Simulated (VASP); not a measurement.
Write the native input for VASP 6.6.1 that does the following.

```
Task                   : electric field gradients
Functional             : LDA
Potentials or basis    : VASP PAW LDA potentials, release 64 (Pb_d)
Cutoff                 : 520 eV
k mesh                 : 8 × 8 × 8
Occupations            : fermi-dirac, width 0.05 eV
Spin                   : no spin polarisation
Dipole correction      : no
Further INCAR settings : ALGO = Normal; EDIFF = 1e-08; NBANDS = 21
```

The structure of Pb lies in POSCAR:

```
Pb
1.0
   -0.0343900006      3.4218050552      3.4218050552
    3.4218050552     -0.0343900006      3.4218050552
    3.4218050552      3.4218050552     -0.0343900006
Pb
2
Direct
    0.0000000000      0.0000000000      0.0000000000
    0.2500000000      0.2500000000      0.2500000000
```

This cell differs from its parent crystal: equal xy, yz and zx shear strains of -1 %.

These files were run (other wordings do the same):

INCAR

```
SYSTEM = Pb
PREC = Accurate
ENCUT = 520
EDIFF = 1E-8
ISMEAR = -1
SIGMA = 0.05
LREAL = .False.
LASPH = .True.
NELM = 60
ALGO = Normal
ISIF = 2
LWAVE = .False.
LCHARG = .False.
GGA = CA
LEFG = .True.
NBANDS = 21
```

KPOINTS

```
regular mesh
0
Gamma
  8 8 8
  0 0 0
```

Potentials or basis: VASP PAW LDA potentials, release 64 (Pb_d).

Run with:

```bash
$ cat potpaw_LDA.64/Pb_d/POTCAR > POTCAR
$ mpirun -np 1 vasp_std > vasp.out
```

Results of the run:

* Pressure: -0.7 GPa
* Largest force: 0.115 eV/Å
* Band gap on the k mesh: zero (bands 14 and 15 overlap by 1.20 eV)
* Largest electric field gradient by atom: Pb -27.3 V/Å²

Caveat: the cell differs from its parent crystal (equal xy, yz and zx shear strains of -1 %); without QUAD_EFG the Cq values of the log hold for a quadrupole moment of 1 mb, not for the nuclei; spin-orbit coupling is left out, which moves the levels of the heavy elements.

It took 59 s on 1 thread of Intel(R) Xeon(R) Platinum 8488C (Sapphire Rapids) (shared host), peak memory 0.22 GiB.
